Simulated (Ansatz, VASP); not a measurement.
**One calculation of InP, two programs**

File POSCAR:

```
InP
1.0
    0.0000000000      2.9108316221      2.9108316221
    2.9108316221      0.0000000000      2.9108316221
    2.9108316221      2.9108316221      0.0000000000
In P
1 1
Direct
    0.0000000000      0.0000000000      0.0000000000
    0.7500000000      0.7500000000      0.7500000000
```

File INCAR.step1:

```
SYSTEM = InP
  PREC = Accurate
  ENCUT = 520
  EDIFF = 1E-5
  ISMEAR = -1
  SIGMA = 0.05
  LREAL = .FALSE.
  LASPH = .TRUE.
  NELM = 60
  ALGO = Normal
  ISIF = 2
  LWAVE = .TRUE.
  LCHARG = .FALSE.
  GGA = PE
  NBANDS = 16
```

INCAR.step2

```
SYSTEM = InP
  PREC = Accurate
  ENCUT = 520
  EDIFF = 1E-6
  ISMEAR = -1
  SIGMA = 0.05
  LREAL = .FALSE.
  LASPH = .TRUE.
  NELM = 60
  ALGO = Normal
  ISIF = 2
  LWAVE = .FALSE.
  LCHARG = .FALSE.
  METAGGA = R2SCAN
  LHFCALC = .TRUE.
  AEXX = 0.5
  LMIXTAU = .TRUE.
  PRECFOCK = Normal
  ISTART = 1
  NBANDS = 16
```

The input KPOINTS:

```
Automatic mesh
0
G
  4 4 4
  0 0 0
```

input.yaml

```yaml
crystal:
  lattice:
    - [0.0, 2.9108316221, 2.9108316221]
    - [2.9108316221, 0.0, 2.9108316221]
    - [2.9108316221, 2.9108316221, 0.0]
  atoms:
    - { symbol: In, position: [0.0, 0.0, 0.0] }
    - { symbol: P, position: [0.75, 0.75, 0.75] }
hamiltonian:
  xc: r2scan50
  pseudopotentials: { kind: paw }
kpoints:
  mp_grid: { grid: [4, 4, 4] }
scf:
  occupations: { method: fermi_dirac, width: 0.05 }
output:
  forces: true
  stress: true
  eigenvalues: true
  write_density: true
  write_potential: true
  elf: true
  volumetric_format: npy
```

Alike in both runs: task single point; functional r2SCAN50; k mesh 4 × 4 × 4; occupations fermi-dirac, width 0.05 eV; no spin polarisation.

```csv
,VASP,Ansatz
version,VASP 6.6.1,Ansatz 0.2.0
potentials or method,"VASP PAW PBE potentials, release 64 (In_d, P)",Ansatz PAW
plane-wave cutoff (eV),520,500
valence electrons in the cell,18,18
```

VASP gave:

- gap on the k mesh at the Fermi level (eV): 4.05
- least direct gap on the mesh (eV): 4.05
- pressure (GPa): 0.8

Which values does Ansatz return?

gap on the k mesh at the Fermi level (eV): 3.95; least direct gap on the mesh (eV): 3.95; pressure (GPa): 1.2.

VASP's potentials were made for PBE, not for r2SCAN50.

The k mesh is coarse, so the values compare programs but aren't converged.
